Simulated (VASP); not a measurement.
Input of a VASP 6.6.1 run:

INCAR

```
PREC = Accurate
ENCUT = 520
EDIFF = 1E-6
ISMEAR = -1
SIGMA = 0.05
LREAL = False
LASPH = True
NELM = 100
ALGO = Normal
ISIF = 2
LWAVE = False
LCHARG = False
GGA = PE
NBANDS = 14
```

KPOINTS

```
regular mesh
0
Gamma
  19 19 19
```

POSCAR

```
Rh
1.0
    0.0000000000      1.9152057761      1.9152057761
    1.9152057761      0.0000000000      1.9152057761
    1.9152057761      1.9152057761      0.0000000000
Rh
1
Direct
    0.0000000000      0.0000000000      0.0000000000
```

Potentials or basis: VASP PAW PBE potentials, release 64 (Rh_pv).

Command:

```bash
$ cat potpaw_PBE.64/Rh_pv/POTCAR > POTCAR
$ mpirun -np 1 vasp_std > vasp.out
```

Q: Estimate the band gap on the k mesh.

A: Zero (an odd number of electrons rules out a gap without spin polarisation).

Q: What does it give for the pressure?

A: 0.0 GPa.
